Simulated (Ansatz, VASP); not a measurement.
**TiW in VASP and in Ansatz**

File INCAR:

```
SYSTEM = TiW
ALGO = Fast
EDIFF = 1E-7
ENCUT = 520
GGA = CA
ISIF = 2
ISMEAR = 0
LASPH = .True.
LCHARG = .False.
LREAL = .False.
LWAVE = .False.
NBANDS = 20
NELM = 100
PREC = Accurate
SIGMA = 0.15
```

The input KPOINTS:

```
k-points
0
Gamma
  18 18 12
  0 0 0
```

The input POSCAR:

```
TiW
1.0
    1.5937252200     -2.2546343387      0.0000000000
    1.5937252200      2.2546343387      0.0000000000
    0.0000000000      0.0000000000      4.2447109621
Ti W
1 1
Direct
    0.0000000000      0.0000000000      0.0000000000
    0.5000000000      0.5000000000      0.5000000000
```

Input for Ansatz:

```yaml
crystal:
  lattice:
    - [1.59372522, -2.2546343387, 0.0]
    - [1.59372522, 2.2546343387, 0.0]
    - [0.0, 0.0, 4.2447109621]
  atoms:
    - { symbol: Ti, position: [0.0, 0.0, 0.0] }
    - { symbol: W, position: [0.5, 0.5, 0.5] }
basis:
  ecutwfc: 420
kpoints:
  mp_grid: { grid: [18, 18, 12] }
hamiltonian:
  xc: lda
scf:
  occupations: { method: gaussian, width: 0.15 }
output:
  forces: true
  stress: true
  eigenvalues: true
```

Change from the starting cell: strain +0.000 along x and y, -0.050 along z, atoms carried along.

Alike in both runs: task single point; functional LDA; k mesh 18 × 18 × 12; occupations gaussian, width 0.15 eV; no spin polarisation.

```csv
,VASP,Ansatz
version,VASP 6.6.1,Ansatz 0.2.0
potentials or method,"VASP PAW LDA potentials, release 64 (Ti_sv, W_sv), cutoff 520 eV","scalar-relativistic, plane waves, PAW"
valence electrons in the cell,26,26
```

Ansatz gave:

- gap on the k mesh at the Fermi level (eV): none
- pressure (GPa): -0.5
- traceless stress, the component that is largest in VASP (GPa): -3.31

**Question.** Which values does VASP return?

**Answer.** gap on the k mesh at the Fermi level (eV): none; pressure (GPa): 0.2; traceless stress, the component that is largest in VASP (GPa): -3.27.

LDA's correlation is that of Perdew and Zunger in VASP and of Perdew and Wang (1992) in Ansatz. A gap of «none» marks a metal or a gap that the smearing closes.

Neither program's run includes spin-orbit coupling.
